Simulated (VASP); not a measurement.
# LaF4 (Fmmm) in VASP: single point with PBE

Aim: the single point of LaF4 with PBE.

Everything below comes from runs of VASP 6.6.1. Logs are shortened: lines on timing, memory, paths and dates and some standing lists are left out, and cuts for length are marked.

### 1 The cell of the first run

It takes space group Fmmm (No. 69, orthorhombic). Conventional cell: a = 6.719 Å, b = 7.148 Å, c = 7.911 Å, α = 90.00°, β = 90.00°, γ = 90.00°. Within 3.0 Å of La (site symmetry mmm) lie 6 F at 2.28 to 2.59 Å. F (site symmetry 2/m) has 2 F at 1.71 Å within 2.3 Å. F (site symmetry mm2) has 2 F at 1.71 Å and 1 La at 2.28 Å within 2.3 Å.

### 2 Single point, PBE

File INCAR:

```
SYSTEM = LaF4
ALGO = Normal ; EDIFF = 1E-6
ENCUT = 520 ; GGA = PE
ISIF = 2 ; ISMEAR = 0
LASPH = .TRUE. ; LCHARG = .FALSE.
LREAL = .FALSE. ; LWAVE = .FALSE.
NBANDS = 28 ; NELM = 100
PREC = Accurate ; SIGMA = 0.1
```

File KPOINTS:

```
k-points
0
G
  4 4 4
  0 0 0
```

File POSCAR:

```
LaF4
1.0
    0.0000000000      3.5740882200      3.9555863100
    3.3593361100      0.0000000000      3.9555863100
    3.3593361100      3.5740882200      0.0000000000
La F
1 4
Direct
    0.5000000000      0.5000000000      0.5000000000
    0.0000000000      0.5000000000      0.0000000000
    0.5000000000      0.0000000000      0.5000000000
    0.7879602900      0.7879602900      0.2120397100
    0.2120397100      0.2120397100      0.7879602900
```

Potentials or basis: VASP PAW PBE potentials, release 64 (La, F).

Launch:

```sh
$ cat potpaw_PBE.64/La/POTCAR potpaw_PBE.64/F/POTCAR > POTCAR
$ mpirun -np 1 vasp_std > vasp.out
```

OUTCAR:

```text
SYSTEM = LaF4
   EDIFF = 1E-6
   ENCUT = 520
   GGA = PE
   ISIF = 2
   ISMEAR = 0
   LASPH = .TRUE.
   LREAL = .FALSE.
   NELM = 100
   PREC = Accurate

 ion  position               nearest neighbor table
   1  0.500  0.500  0.500-   4 2.28   5 2.28   3 2.59   2 2.59   3 2.59   2 2.59
   2  0.000  0.500  0.000-   4 1.71   5 1.71   1 2.59   1 2.59
   3  0.500  0.000  0.500-   4 1.71   5 1.71   1 2.59   1 2.59
   4  0.788  0.788  0.212-   2 1.71   3 1.71   1 2.28
   5  0.212  0.212  0.788-   2 1.71   3 1.71   1 2.28

  LATTYP: Found a face centered orthorhombic cell.
 ALAT       =     6.7186722200
 B/A-ratio  =     1.0639269495
 C/A-ratio  =     1.1774904864

  Lattice vectors:

 A1 = (   0.0000000000,   3.5740882200,   3.9555863100)
 A2 = (   3.3593361100,   0.0000000000,   3.9555863100)
 A3 = (   3.3593361100,   3.5740882200,   0.0000000000)

Analysis of symmetry for initial positions (statically):
=====================================================================
 Subroutine PRICEL returns:
 Original cell was already a primitive cell.

 Routine SETGRP: Setting up the symmetry group for a
 face centered orthorhombic supercell.

 Subroutine GETGRP returns: Found  8 space group operations
 (whereof  8 operations were pure point group operations)
 out of a pool of  8 trial point group operations.

The static configuration has the point symmetry D_2h.

Analysis of symmetry for dynamics (positions and initial velocities):
=====================================================================
 Subroutine PRICEL returns:
 Original cell was already a primitive cell.

 Routine SETGRP: Setting up the symmetry group for a
 face centered orthorhombic supercell.

 Subroutine GETGRP returns: Found  8 space group operations
 (whereof  8 operations were pure point group operations)
 out of a pool of  8 trial point group operations.

The dynamic configuration has the point symmetry D_2h.

 Subroutine INISYM returns: Found  8 space group operations
 (whereof  8 operations are pure point group operations),
 and found     1 'primitive' translations

----------------------------------------------------------------------------------------

                                     Primitive cell

  volume of cell :      94.9860

  direct lattice vectors                    reciprocal lattice vectors
     0.000000000  3.574088220  3.955586310    -0.148838932  0.139895819  0.126403512
     3.359336110  0.000000000  3.955586310     0.148838932 -0.139895819  0.126403512
     3.359336110  3.574088220  0.000000000     0.148838932  0.139895819 -0.126403512

  length of vectors
     5.331113360  5.189585933  4.905022498     0.240211814  0.240211814  0.240211814

  position of ions in fractional coordinates (direct lattice)
     0.500000000  0.500000000  0.500000000
     0.000000000  0.500000000  0.000000000
     0.500000000  0.000000000  0.500000000
     0.787960290  0.787960290  0.212039710
     0.212039710  0.212039710  0.787960290

  ion indices of the primitive-cell ions
   primitive index   ion index
                 1           1
                 2           2
                 3           3
                 4           4
                 5           5

----------------------------------------------------------------------------------------

 KPOINTS: k-points

Automatic generation of k-mesh.
 Grid dimensions read from file:
 generate k-points for:    4    4    4

 Generating k-lattice:

  Cartesian coordinates                     Fractional coordinates (reciprocal lattice)
    -0.037209733  0.034973955  0.031600878     0.250000000  0.000000000  0.000000000
     0.037209733 -0.034973955  0.031600878     0.000000000  0.250000000  0.000000000
     0.037209733  0.034973955 -0.031600878     0.000000000  0.000000000  0.250000000

  Length of vectors
     0.060052954  0.060052954  0.060052954

  Shift w.r.t. Gamma in fractional coordinates (k-lattice)
     0.000000000  0.000000000  0.000000000

 Subroutine IBZKPT returns following result:
 ===========================================

 Found     18 irreducible k-points:

 Following reciprocal coordinates:
            Coordinates               Weight
  0.000000  0.000000  0.000000      1.000000
  0.250000  0.000000  0.000000      8.000000
  0.500000  0.000000  0.000000      4.000000
  0.250000  0.250000  0.000000      2.000000
  0.500000  0.250000  0.000000      8.000000
 -0.250000  0.250000  0.000000      4.000000
[... 10 lines left out ...]
 -0.250000  0.250000  0.500000      2.000000
  0.000000  0.500000  0.500000      1.000000
   k-points           NKPTS =     18   k-points in BZ     NKDIM =     18   number of bands    NBANDS=     28
   number of dos      NEDOS =    301   number of ions     NIONS =      5
   total plane-waves  NPLWV =  57600
   dimension x,y,z NGX =    40 NGY =   40 NGZ =   36
   dimension x,y,z NGXF=    80 NGYF=   80 NGZF=   72
   ions per type =               1   4
   NGX,Y,Z   is equivalent  to a cutoff of  12.47, 12.81, 12.20 a.u.
   NGXF,Y,Z  is equivalent  to a cutoff of  24.95, 25.63, 24.40 a.u.
 SYSTEM =  LaF4
   PREC   = accura    normal or accurate (medium, high low for compatibility)
   ISTART =      0    job   : 0-new  1-cont  2-samecut
   ICHARG =      2    charge: 1-file 2-atom 10-const
   ISPIN  =      1    spin polarized calculation?
   LNONCOLLINEAR =      F non collinear calculations
   LSORBIT =      F    spin-orbit coupling
   LASPH  =      T    aspherical Exc in radial PAW
   ENCUT  =  520.0 eV  38.22 Ry    6.18 a.u.   9.91  9.65  9.12*2*pi/ulx,y,z
   NELM   =    100;   NELMIN=  2; NELMDL= -5     # of ELM steps
   EDIFF  = 0.1E-05   stopping-criterion for ELM
   LREAL  =      F    real-space projection
   EDIFFG = 0.1E-04   stopping-criterion for IOM
   NSW    =      0    number of steps for IOM
   IBRION =     -1    ionic relax: 0-MD 1-quasi-New 2-CG
   NFREE  =      0    steps in history (QN), initial steepest desc. (CG)
   ISIF   =      2    stress and relaxation
   ISYM   =      2    0-nonsym 1-usesym 2-fastsym
   POTIM  = 0.5000    time-step for ionic-motion
   TEBEG  =    0.0;   TEEND  =   0.0 temperature during run
   PSTRESS=    0.0 pullay stress
   NELECT =      39.0000    total number of electrons
   NUPDOWN=      -1.0000    fix difference up-down
   EMIN   =  10.00;   EMAX   =-10.00  energy-range for DOS
   EFERMI =   0.00;   METHOD = LEGACY
   ISMEAR =     0;   SIGMA  =   0.10  broadening in eV -4-tet -1-fermi 0-gaus
   EFERMI_NEDOS =   21; number of points for ismear=-14 and -15
   IALGO  =     38    algorithm
   IMIX   =      4    mixing-type and parameters
     AMIX     =   0.40;   BMIX     =  1.00
     AMIX_MAG =   1.60;   BMIX_MAG =  1.00
  volume/ion in A,a.u.               =      19.00       128.20
  Fermi-wavevector in a.u.,A,eV,Ry     =   1.216774  2.299369 20.143948  1.480538
  Thomas-Fermi vector in A             =   2.352116
   LORBIT       =      0    0 simple, 1 ext, 2 COOP (PROOUT), +10 PAW based schemes
   GGA     = PE    functional components
   LHFCALC =     F    Hartree Fock is set to
   AEXX    =    0.0000 exact exchange contribution
   IVDW    =     0    specifies the selected vdW correction
   LEPSILON=     F    determine dielectric tensor
   LRPA    =     F    only Hartree local field effects (RPA)
 non-spin polarized calculation
 Gauss-broadening in eV      SIGMA  =   0.10
  energy-cutoff  :      520.00
  volume of cell :       94.99
 maximum number of plane-waves:      2602
   NGX = 19   NGY = 19   NGZ = 19

 number of electron      38.9999993 magnetization

 Free energy of the ion-electron system (eV)
  ---------------------------------------------------
  ext. energy  EPLUGINS =         0.00000000
  ---------------------------------------------------
  free energy    TOTEN  =       -19.24225247 eV

  energy without entropy =      -19.22466078  energy(sigma->0) =      -19.23345663

 E-fermi :   4.3013     XC(G=0):  -8.1456

 val. band max:        4.2841057863   @ k =   0.0000   0.0000   0.0000
 cond. band min:       4.3322316751   @ k =   0.0000   0.2500   0.2500
 fundamental gap:      0.0481258888
 Fermi energy:         4.3013403548

 k-point     1 :       0.0000    0.0000    0.0000
  band No.  band energies     occupation
      1     -30.4259      2.00000
      2     -22.6617      2.00000
      3     -21.1133      2.00000
      4     -20.8229      2.00000
      5     -17.8743      2.00000
      6     -14.1329      2.00000
[... 20 lines left out ...]
     27       4.9478      0.00000
     28       5.1906      0.00000

 k-point     2 :       0.2500    0.0000    0.0000
  band No.  band energies     occupation
      1     -30.4185      2.00000
      2     -22.6042      2.00000
      3     -21.7735      2.00000
      4     -19.9797      2.00000
      5     -18.1985      2.00000
      6     -14.1469      2.00000
[... 20 lines left out ...]
     27       4.8337      0.00000
     28       5.0152      0.00000

 k-point     3 :       0.5000    0.0000    0.0000
  band No.  band energies     occupation
      1     -30.4111      2.00000
      2     -22.4762      2.00000
      3     -22.1689      2.00000
      4     -19.0492      2.00000
      5     -18.9414      2.00000
      6     -14.1618      2.00000
[... 20 lines left out ...]
     27       4.8389      0.00000
     28       5.1481      0.00000

 k-point     4 :       0.2500    0.2500    0.0000
  band No.  band energies     occupation
      1     -30.4130      2.00000
      2     -22.8417      2.00000
      3     -20.9383      2.00000
      4     -20.8615      2.00000
      5     -17.8845      2.00000
      6     -14.1368      2.00000
[... 392 lines left out ...]
     27       5.1051      0.00000
     28       5.2108      0.00000

 k-point    17 :      -0.2500    0.2500    0.5000
  band No.  band energies     occupation
      1     -30.4095      2.00000
      2     -22.8146      2.00000
      3     -20.9603      2.00000
      4     -20.8874      2.00000
      5     -17.8726      2.00000
      6     -14.1805      2.00000
[... 20 lines left out ...]
     27       5.0982      0.00000
     28       5.1861      0.00000

 k-point    18 :       0.0000    0.5000    0.5000
  band No.  band energies     occupation
      1     -30.3989      2.00000
      2     -22.9581      2.00000
      3     -20.9264      2.00000
      4     -20.8139      2.00000
      5     -17.8829      2.00000
      6     -14.1652      2.00000
[... 20 lines left out ...]
     27       5.0980      0.00000
     28       5.1038      0.00000

------------------------ aborting loop because EDIFF is reached ----------------------------------------

  FORCE on cell =-STRESS in cart. coord.  units (eV):
  Direction    XX          YY          ZZ          XY          YZ          ZX
  --------------------------------------------------------------------------------------
  -------------------------------------------------------------------------------------
  Total       40.0633392     -1.0278589     -6.0168449     -0.0000000      0.0000000      0.0000000
  in kB      675.7688047    -17.3374209   -101.4891951     -0.0000000      0.0000000      0.0000000
  external PRESSURE =     185.6473962 kB  Pullay stress =       0.0000000 kB

 VOLUME and BASIS-vectors are now :
 -----------------------------------------------------------------------------
  energy-cutoff  :      520.00
  volume of cell :       94.99
      direct lattice vectors                 reciprocal lattice vectors
     0.000000000  3.574088220  3.955586310    -0.148838932  0.139895819  0.126403512
     3.359336110  0.000000000  3.955586310     0.148838932 -0.139895819  0.126403512
     3.359336110  3.574088220  0.000000000     0.148838932  0.139895819 -0.126403512

 POSITION                                       TOTAL-FORCE (eV/Angst)
 -----------------------------------------------------------------------------------
      3.35934      3.57409      3.95559         0.000000     -0.000000      0.000000
      1.67967      0.00000      1.97779         0.000000      0.000000      0.000000
      1.67967      3.57409      1.97779         0.000000     -0.000000      0.000000
      3.35934      3.57409      6.23369         0.000000      0.000000      1.849209
      3.35934      3.57409      1.67748         0.000000      0.000000     -1.849209
 -----------------------------------------------------------------------------------
    total drift:                                0.000000     -0.000000      0.000000

  FREE ENERGIE OF THE ION-ELECTRON SYSTEM (eV)
  ---------------------------------------------------
  free  energy   TOTEN  =       -19.2422524728 eV

  energy  without entropy=      -19.2246607790  energy(sigma->0) =      -19.23345663
```

Wall time 67 s (1 thread of Intel Xeon Platinum 8375C at 2.90GHz (Ice Lake), shared host); peak memory 0.25 GiB.

What came out:

```
Free energy   : -19.2423 eV
Pressure      : 18.6 GPa
Largest force : 1.849 eV/Å
```

Forces in eV/Å, atoms in the order of the input:
```
La   0.000  0.000  0.000
F    0.000  0.000  0.000
F    0.000  0.000  0.000
F    0.000  0.000  1.849
F    0.000  0.000 -1.849
```

Caveat: the k points lie up to 0.38 Å⁻¹ apart; spin-orbit coupling is left out, which moves the levels of the heavy elements; an odd number of electrons without spin polarisation forces a metal; a magnetic or distorted state may lie lower.
